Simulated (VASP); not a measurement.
Set up this calculation in VASP 6.6.1, as the native input.

```yaml
Task: single point
Functional: PBE
Potentials_or_basis: VASP PAW PBE potentials, release 64 (Cd)
Cutoff: 520 eV
k_mesh: 18 × 18 × 18
Occupations: gaussian, width 0.1 eV
Spin: no spin polarisation
Dipole_correction: no
Further_INCAR_settings: ALGO = Fast; EDIFF = 1e-06; NBANDS = 12
```

The structure of Cd lies in POSCAR:

```
Cd
1.0
    1.5963476324      0.9216526298      2.4721357816
   -1.5802817958      0.9348063083      2.4566022200
    0.0194243380     -1.8359584025      2.4565983258
Cd
1
Direct
    0.0000000000      0.0000000000      0.0000000000
```

This cell differs from its parent crystal: strained.

One way to write it, as run:

INCAR

```
SYSTEM = Cd
  ALGO = Fast
  EDIFF = 1E-6
  ENCUT = 520
  GGA = PE
  ISIF = 2
  ISMEAR = 0
  LASPH = .True.
  LCHARG = .False.
  LREAL = .False.
  LWAVE = .False.
  NBANDS = 12
  NELM = 60
  PREC = Accurate
  SIGMA = 0.1
```

KPOINTS

```
k-points
0
Gamma
  18 18 18
  0 0 0
```

Potentials or basis: VASP PAW PBE potentials, release 64 (Cd).

Command:

```console
$ cat potpaw_PBE.64/Cd/POTCAR > POTCAR
$ mpirun -np 1 vasp_std > vasp.out
```

Results of the run:

| Property | Result |
| --- | --- |
| Pressure | 3.1 GPa |
| Band gap on the k mesh | zero (bands 6 and 7 overlap by 3.27 eV) |

Caveat: the cell differs from its parent crystal (strained); the cell stands under pressure.

Run time: 5.8 min on 1 thread of Oxide Virtual Turin-like Processor, on a shared host, peak memory 0.43 GiB.
